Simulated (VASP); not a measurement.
# V (Im-3m) in VASP: a series of runs

V is run at these levels: PBE; tasks: electric field gradients, single point.

Everything below comes from runs of VASP 6.6.1. Logs are shortened: lines on timing, memory, paths and dates and some standing lists are left out, and cuts for length are marked.

## (1) The cell of the first run

The structure is cubic, space group Im-3m (No. 229). The conventional cell has a = 2.997 Å, b = 2.997 Å, c = 2.997 Å, α = 90.00°, β = 90.00°, γ = 90.00°. V (site symmetry m-3m) has 14 V at 2.60 to 3.00 Å within 3.4 Å.

## (2) Electric field gradients, PBE

Contents of INCAR:

```
SYSTEM = V
PREC = Accurate ; ENCUT = 520
EDIFF = 1E-8 ; ISMEAR = 0
SIGMA = 0.05 ; LREAL = .FALSE.
LASPH = .TRUE. ; NELM = 100
ALGO = Normal ; ISIF = 2
LWAVE = .FALSE. ; LCHARG = .FALSE.
GGA = PE ; LEFG = .TRUE.
NBANDS = 12
```

Contents of KPOINTS:

```
Automatic mesh
0
G
  20 20 20
  0 0 0
```

Contents of POSCAR:

```
V
1.0
   -1.4983851310      1.4983851310      1.4983851310
    1.4983851310     -1.4983851310      1.4983851310
    1.4983851310      1.4983851310     -1.4983851310
V
1
Direct
    0.0000000000      0.0000000000      0.0000000000
```

Potentials or basis: VASP PAW PBE potentials, release 64 (V_sv).

On the command line:

```
cat potpaw_PBE.64/V_sv/POTCAR > POTCAR
mpirun -np 1 vasp_std > vasp.out
```

OUTCAR:

```text
SYSTEM = V
   PREC = Accurate
   ENCUT = 520
   EDIFF = 1E-8
   ISMEAR = 0
   LREAL = .FALSE.
   LASPH = .TRUE.
   NELM = 100
   ISIF = 2
   GGA = PE

 ion  position               nearest neighbor table
   1  0.000  0.000  0.000-

  LATTYP: Found a body centered cubic cell.
 ALAT       =     2.9967702620

  Lattice vectors:

 A1 = (  -1.4983851310,   1.4983851310,   1.4983851310)
 A2 = (   1.4983851310,  -1.4983851310,   1.4983851310)
 A3 = (   1.4983851310,   1.4983851310,  -1.4983851310)

Analysis of symmetry for initial positions (statically):
=====================================================================
 Subroutine PRICEL returns:
 Original cell was already a primitive cell.

 Routine SETGRP: Setting up the symmetry group for a
 body centered cubic supercell.

 Subroutine GETGRP returns: Found 48 space group operations
 (whereof 48 operations were pure point group operations)
 out of a pool of 48 trial point group operations.

The static configuration has the point symmetry O_h .

Analysis of symmetry for dynamics (positions and initial velocities):
=====================================================================
 Subroutine PRICEL returns:
 Original cell was already a primitive cell.

 Routine SETGRP: Setting up the symmetry group for a
 body centered cubic supercell.

 Subroutine GETGRP returns: Found 48 space group operations
 (whereof 48 operations were pure point group operations)
 out of a pool of 48 trial point group operations.

The dynamic configuration has the point symmetry O_h .

 Subroutine INISYM returns: Found 48 space group operations
 (whereof 48 operations are pure point group operations),
 and found     1 'primitive' translations

----------------------------------------------------------------------------------------

                                     Primitive cell

  volume of cell :      13.4564

  direct lattice vectors                    reciprocal lattice vectors
    -1.498385131  1.498385131  1.498385131     0.000000000  0.333692580  0.333692580
     1.498385131 -1.498385131  1.498385131     0.333692580  0.000000000  0.333692580
     1.498385131  1.498385131 -1.498385131     0.333692580  0.333692580  0.000000000

  length of vectors
     2.595279176  2.595279176  2.595279176     0.471912572  0.471912572  0.471912572

  position of ions in fractional coordinates (direct lattice)
     0.000000000  0.000000000  0.000000000

  ion indices of the primitive-cell ions
   primitive index   ion index
                 1           1

----------------------------------------------------------------------------------------

 KPOINTS: Automatic mesh

Automatic generation of k-mesh.
 Grid dimensions read from file:
 generate k-points for:   20   20   20

 Generating k-lattice:

  Cartesian coordinates                     Fractional coordinates (reciprocal lattice)
     0.000000000  0.016684629  0.016684629     0.050000000  0.000000000  0.000000000
     0.016684629  0.000000000  0.016684629     0.000000000  0.050000000  0.000000000
     0.016684629  0.016684629  0.000000000     0.000000000  0.000000000  0.050000000

  Length of vectors
     0.023595629  0.023595629  0.023595629

  Shift w.r.t. Gamma in fractional coordinates (k-lattice)
     0.000000000  0.000000000  0.000000000

 Subroutine IBZKPT returns following result:
 ===========================================

 Found    256 irreducible k-points:

 Following reciprocal coordinates:
            Coordinates               Weight
  0.000000  0.000000  0.000000      1.000000
  0.050000  0.000000  0.000000     12.000000
  0.100000  0.000000  0.000000     12.000000
  0.150000  0.000000  0.000000     12.000000
  0.200000  0.000000  0.000000     12.000000
  0.250000  0.000000  0.000000     12.000000
[... 16 lines left out ...]
  0.200000  0.100000 -0.000000     48.000000
  0.250000  0.100000 -0.000000     48.000000
 [... further k-points ...]
   k-points           NKPTS =    256   k-points in BZ     NKDIM =    256   number of bands    NBANDS=     12
   number of dos      NEDOS =    301   number of ions     NIONS =      1
   total plane-waves  NPLWV =   8000
   dimension x,y,z NGX =    20 NGY =   20 NGZ =   20
   dimension x,y,z NGXF=    40 NGYF=   40 NGZF=   40
   ions per type =               1
   NGX,Y,Z   is equivalent  to a cutoff of  12.81, 12.81, 12.81 a.u.
   NGXF,Y,Z  is equivalent  to a cutoff of  25.62, 25.62, 25.62 a.u.
 SYSTEM =  V
   PREC   = accura    normal or accurate (medium, high low for compatibility)
   ISTART =      0    job   : 0-new  1-cont  2-samecut
   ICHARG =      2    charge: 1-file 2-atom 10-const
   ISPIN  =      1    spin polarized calculation?
   LNONCOLLINEAR =      F non collinear calculations
   LSORBIT =      F    spin-orbit coupling
   LASPH  =      T    aspherical Exc in radial PAW
   ENCUT  =  520.0 eV  38.22 Ry    6.18 a.u.   4.83  4.83  4.83*2*pi/ulx,y,z
   NELM   =    100;   NELMIN=  2; NELMDL= -5     # of ELM steps
   EDIFF  = 0.1E-07   stopping-criterion for ELM
   LREAL  =      F    real-space projection
   EDIFFG = 0.1E-06   stopping-criterion for IOM
   NSW    =      0    number of steps for IOM
   IBRION =     -1    ionic relax: 0-MD 1-quasi-New 2-CG
   NFREE  =      0    steps in history (QN), initial steepest desc. (CG)
   ISIF   =      2    stress and relaxation
   ISYM   =      2    0-nonsym 1-usesym 2-fastsym
   POTIM  = 0.5000    time-step for ionic-motion
   TEBEG  =    0.0;   TEEND  =   0.0 temperature during run
   PSTRESS=    0.0 pullay stress
   NELECT =      13.0000    total number of electrons
   NUPDOWN=      -1.0000    fix difference up-down
   EMIN   =  10.00;   EMAX   =-10.00  energy-range for DOS
   EFERMI =   0.00;   METHOD = LEGACY
   ISMEAR =     0;   SIGMA  =   0.05  broadening in eV -4-tet -1-fermi 0-gaus
   EFERMI_NEDOS =   21; number of points for ismear=-14 and -15
   IALGO  =     38    algorithm
   IMIX   =      4    mixing-type and parameters
     AMIX     =   0.40;   BMIX     =  1.00
     AMIX_MAG =   1.60;   BMIX_MAG =  1.00
  volume/ion in A,a.u.               =      13.46        90.81
  Fermi-wavevector in a.u.,A,eV,Ry     =   1.618375  3.058285 35.635531  2.619138
  Thomas-Fermi vector in A             =   2.712648
   LORBIT       =      0    0 simple, 1 ext, 2 COOP (PROOUT), +10 PAW based schemes
   GGA     = PE    functional components
   LHFCALC =     F    Hartree Fock is set to
   AEXX    =    0.0000 exact exchange contribution
   IVDW    =     0    specifies the selected vdW correction
   LEPSILON=     F    determine dielectric tensor
   LRPA    =     F    only Hartree local field effects (RPA)
 non-spin polarized calculation
 Gauss-broadening in eV      SIGMA  =   0.05
  energy-cutoff  :      520.00
  volume of cell :       13.46
 maximum number of plane-waves:       374
   NGX =  9   NGY =  9   NGZ =  9

 number of electron      12.9999990 magnetization

 Free energy of the ion-electron system (eV)
  ---------------------------------------------------
  ext. energy  EPLUGINS =         0.00000000
  ---------------------------------------------------
  free energy    TOTEN  =        -8.99333391 eV

  energy without entropy =       -8.99081347  energy(sigma->0) =       -8.99207369

 E-fermi :   9.7091     XC(G=0): -12.9106

 val. band max:        9.7085294693   @ k =   0.3000   0.0500   0.0500
 cond. band min:       9.7100446089   @ k =   0.3000   0.0500   0.0000
 fundamental gap:      0.0015151396
 Fermi energy:         9.7091271424

 k-point     1 :       0.0000    0.0000    0.0000
  band No.  band energies     occupation
      1     -54.0044      2.00000
      2     -27.3034      2.00000
      3     -27.3034      2.00000
      4     -27.3034      2.00000
      5       3.1305      2.00000
      6      10.1280      0.00000
      7      10.1280      0.00000
      8      10.1280      0.00000
      9      12.1395      0.00000
     10      12.1395      0.00000
     11      30.2143      0.00000
     12      30.2143      0.00000

 k-point     2 :       0.0500    0.0000    0.0000
  band No.  band energies     occupation
      1     -53.9996      2.00000
      2     -27.3265      2.00000
      3     -27.3104      2.00000
      4     -27.3035      2.00000
      5       3.2320      2.00000
      6      10.0846      0.00000
      7      10.1194      0.00000
      8      10.2002      0.00000
      9      12.0885      0.00000
     10      12.1423      0.00000
     11      30.0347      0.00000
     12      30.2020      0.00000
[... 316 lines left out ...]
 k-point    24 :       0.2500    0.1000   -0.0000
  band No.  band energies     occupation
      1     -53.8673      2.00000
      2     -27.9112      2.00000
      3     -27.4987      2.00000
      4     -27.3380      2.00000
      5       6.1409      2.00000
      6       9.0648      2.00000
      7       9.4409      2.00000
      8      11.7634      0.00000
      9      12.4261      0.00000
     10      12.6872      0.00000
     11      24.3342      0.00000
     12      26.8208      0.00000

 [... further k-points ...]
[... 5 lines left out ...]
  --------------------------------------------------------------------------------------
  -------------------------------------------------------------------------------------
  Total        0.0196763      0.0196763      0.0196763     -0.0000000     -0.0000000      0.0000000
  in kB        2.3427393      2.3427393      2.3427393     -0.0000000     -0.0000000      0.0000000
  external PRESSURE =       2.3427393 kB  Pullay stress =       0.0000000 kB

 VOLUME and BASIS-vectors are now :
 -----------------------------------------------------------------------------
  energy-cutoff  :      520.00
  volume of cell :       13.46
      direct lattice vectors                 reciprocal lattice vectors
    -1.498385131  1.498385131  1.498385131     0.000000000  0.333692580  0.333692580
     1.498385131 -1.498385131  1.498385131     0.333692580  0.000000000  0.333692580
     1.498385131  1.498385131 -1.498385131     0.333692580  0.333692580  0.000000000

 POSITION                                       TOTAL-FORCE (eV/Angst)
 -----------------------------------------------------------------------------------
      0.00000      0.00000      0.00000         0.000000      0.000000     -0.000000
 -----------------------------------------------------------------------------------
    total drift:                                0.000000     -0.000000      0.000000

  FREE ENERGIE OF THE ION-ELECTRON SYSTEM (eV)
  ---------------------------------------------------
  free  energy   TOTEN  =        -8.9933339081 eV

  energy  without entropy=       -8.9908134677  energy(sigma->0) =       -8.99207369

 Electric field gradients (V/A^2)
---------------------------------------------------------------------
 ion       V_xx      V_yy      V_zz      V_xy      V_xz      V_yz
---------------------------------------------------------------------
   1      -0.000    -0.000    -0.000     0.003     0.003     0.003
---------------------------------------------------------------------

 Electric field gradients after diagonalization (V/A^2)
 (convention: |V_zz| > |V_xx| > |V_yy|)
----------------------------------------------------------------------
 ion       V_xx      V_yy      V_zz     asymmetry (V_yy - V_xx)/ V_zz
----------------------------------------------------------------------
   1      -0.003    -0.003     0.005       0.000
----------------------------------------------------------------------

           NMR quadrupolar parameters

 Cq : quadrupolar parameter    Cq=e*Q*V_zz/h
 eta: asymmetry parameters     (V_yy - V_xx)/ V_zz
 Q  : nuclear electric quadrupole moment in mb (millibarn)
----------------------------------------------------------------------
 ion       Cq(MHz)       eta       Q (mb)
----------------------------------------------------------------------
   1       0.000       0.000       1.000
----------------------------------------------------------------------
```

It took 46 s on 1 thread of Intel Xeon 8259CL, shared host; peak memory 0.15 GiB.

What came out:

```yaml
Free_energy: -8.9933 eV
Pressure: 0.2 GPa
Band_gap_on_the_k_mesh: zero (an odd number of electrons rules out a gap without spin polarisation)
Largest_electric_field_gradient_by_atom: zero within the noise of the run
```

## (3) Electric field gradients, PBE

This run uses another cell than the first one, of 13.89 Å³/atom.

Contents of INCAR:

```
PREC = Accurate ; ENCUT = 520
EDIFF = 1E-8 ; ISMEAR = 0
SIGMA = 0.05 ; LREAL = False
LASPH = True ; NELM = 60
ALGO = Normal ; ISIF = 2
LWAVE = False ; LCHARG = False
GGA = PE ; LEFG = True
NBANDS = 12
```

Contents of KPOINTS:

```
regular mesh
0
Gamma
  20 20 20
```

Contents of POSCAR:

```
V
1.0
   -1.5143500000      1.5143500000      1.5143500000
    1.5143500000     -1.5143500000      1.5143500000
    1.5143500000      1.5143500000     -1.5143500000
V
1
Direct
    0.0000000000      0.0000000000      0.0000000000
```

Potentials or basis: VASP PAW PBE potentials, release 64 (V_sv).

On the command line:

```
cat potpaw_PBE.64/V_sv/POTCAR > POTCAR
mpirun -np 1 vasp_std > vasp.out
```

OUTCAR:

```text
PREC = Accurate
   ENCUT = 520
   EDIFF = 1E-8
   ISMEAR = 0
   LREAL = False
   LASPH = True
   NELM = 60
   ISIF = 2
   GGA = PE

 ion  position               nearest neighbor table
   1  0.000  0.000  0.000-

  LATTYP: Found a body centered cubic cell.
 ALAT       =     3.0287000000

  Lattice vectors:

 A1 = (  -1.5143500000,   1.5143500000,   1.5143500000)
 A2 = (   1.5143500000,  -1.5143500000,   1.5143500000)
 A3 = (   1.5143500000,   1.5143500000,  -1.5143500000)

Analysis of symmetry for initial positions (statically):
=====================================================================
 Subroutine PRICEL returns:
 Original cell was already a primitive cell.

 Routine SETGRP: Setting up the symmetry group for a
 body centered cubic supercell.

 Subroutine GETGRP returns: Found 48 space group operations
 (whereof 48 operations were pure point group operations)
 out of a pool of 48 trial point group operations.

The static configuration has the point symmetry O_h .

Analysis of symmetry for dynamics (positions and initial velocities):
=====================================================================
 Subroutine PRICEL returns:
 Original cell was already a primitive cell.

 Routine SETGRP: Setting up the symmetry group for a
 body centered cubic supercell.

 Subroutine GETGRP returns: Found 48 space group operations
 (whereof 48 operations were pure point group operations)
 out of a pool of 48 trial point group operations.

The dynamic configuration has the point symmetry O_h .

[... 159 lines left out ...]
      7       9.7292      0.00000
      8       9.7292      0.00000
      9      11.6618      0.00000
     10      11.6618      0.00000
     11      29.5731      0.00000
     12      29.5731      0.00000
[... 331 lines left out ...]
 k-point    24 :       0.2500    0.1000   -0.0000
  band No.  band energies     occupation
      1     -54.3137      2.00000
      2     -28.3314      2.00000
      3     -27.9597      2.00000
      4     -27.8133      2.00000
      5       5.7776      2.00000
      6       8.7126      2.00000
      7       9.0571      2.00000
      8      11.3005      0.00000
      9      11.9310      0.00000
     10      12.1764      0.00000
     11      23.5410      0.00000
     12      26.0980      0.00000

 [... further k-points ...]

------------------------ aborting loop because EDIFF is reached ----------------------------------------

  FORCE on cell =-STRESS in cart. coord.  units (eV):
  Direction    XX          YY          ZZ          XY          YZ          ZX
  --------------------------------------------------------------------------------------
  -------------------------------------------------------------------------------------
  Total       -0.4563096     -0.4563096     -0.4563096     -0.0000000      0.0000000     -0.0000000
  in kB      -52.6297643    -52.6297643    -52.6297643     -0.0000000      0.0000000     -0.0000000
  external PRESSURE =     -52.6297643 kB  Pullay stress =       0.0000000 kB

 VOLUME and BASIS-vectors are now :
 -----------------------------------------------------------------------------
  energy-cutoff  :      520.00
  volume of cell :       13.89
      direct lattice vectors                 reciprocal lattice vectors
    -1.514350000  1.514350000  1.514350000     0.000000000  0.330174662  0.330174662
     1.514350000 -1.514350000  1.514350000     0.330174662  0.000000000  0.330174662
     1.514350000  1.514350000 -1.514350000     0.330174662  0.330174662  0.000000000

 POSITION                                       TOTAL-FORCE (eV/Angst)
 -----------------------------------------------------------------------------------
      0.00000      0.00000      0.00000         0.000000      0.000000     -0.000000
 -----------------------------------------------------------------------------------
    total drift:                                0.000000     -0.000000     -0.000000

  FREE ENERGIE OF THE ION-ELECTRON SYSTEM (eV)
  ---------------------------------------------------
  free  energy   TOTEN  =        -8.9864912606 eV

  energy  without entropy=       -8.9839315737  energy(sigma->0) =       -8.98521142

 Electric field gradients (V/A^2)
---------------------------------------------------------------------
 ion       V_xx      V_yy      V_zz      V_xy      V_xz      V_yz
---------------------------------------------------------------------
   1       0.000     0.000     0.000     0.003     0.003     0.003
---------------------------------------------------------------------

 Electric field gradients after diagonalization (V/A^2)
 (convention: |V_zz| > |V_xx| > |V_yy|)
----------------------------------------------------------------------
 ion       V_xx      V_yy      V_zz     asymmetry (V_yy - V_xx)/ V_zz
----------------------------------------------------------------------
   1      -0.003    -0.003     0.006       0.000
----------------------------------------------------------------------

           NMR quadrupolar parameters

 Cq : quadrupolar parameter    Cq=e*Q*V_zz/h
 eta: asymmetry parameters     (V_yy - V_xx)/ V_zz
 Q  : nuclear electric quadrupole moment in mb (millibarn)
----------------------------------------------------------------------
 ion       Cq(MHz)       eta       Q (mb)
----------------------------------------------------------------------
   1       0.000       0.000       1.000
----------------------------------------------------------------------
```

OSZICAR:

```text
N       E                     dE             d eps       ncg     rms          rms(c)
DAV:   1     0.908837793659E+02    0.90884E+02   -0.70196E+03  6164   0.118E+03
DAV:   2    -0.912318549565E+01   -0.10001E+03   -0.96906E+02  6288   0.329E+02
DAV:   3    -0.104322862993E+02   -0.13091E+01   -0.13062E+01  6848   0.441E+01
DAV:   4    -0.104390587800E+02   -0.67725E-02   -0.67724E-02  6576   0.338E+00
DAV:   5    -0.104391415599E+02   -0.82780E-04   -0.82780E-04  6812   0.352E-01    0.176E+01
DAV:   6    -0.901083035273E+01    0.14283E+01   -0.33887E+00  6380   0.303E+01    0.136E+00
DAV:   7    -0.899496921339E+01    0.15861E-01   -0.34573E-02  6404   0.251E+00    0.926E-01
DAV:   8    -0.898644260177E+01    0.85266E-02   -0.43779E-03  6660   0.100E+00    0.868E-02
DAV:   9    -0.898648874580E+01   -0.46144E-04   -0.27026E-04  6256   0.244E-01    0.337E-02
DAV:  10    -0.898648994461E+01   -0.11988E-05   -0.14924E-05  6584   0.608E-02    0.722E-03
DAV:  11    -0.898649086652E+01   -0.92190E-06   -0.14574E-06  6520   0.203E-02    0.873E-04
DAV:  12    -0.898649113370E+01   -0.26718E-06   -0.19057E-08  6148   0.217E-03    0.218E-04
DAV:  13    -0.898649126579E+01   -0.13210E-06   -0.13027E-09  3320   0.456E-04    0.118E-04
DAV:  14    -0.898649126059E+01    0.52064E-08   -0.10979E-10  3140   0.159E-04
   1 F= -.89864913E+01 E0= -.89852114E+01  d E =-.255969E-02
```

Wall time 50 s (1 thread of Intel Xeon 8259CL, shared host); peak memory 0.15 GiB.

Results:

```yaml
Free_energy: -8.9865 eV
Pressure: -5.3 GPa
Band_gap_on_the_k_mesh: zero (an odd number of electrons rules out a gap without spin polarisation)
Largest_electric_field_gradient_by_atom: zero within the noise of the run
```

Caveat: the cell stands under tension.

[end of part 1 of 2]
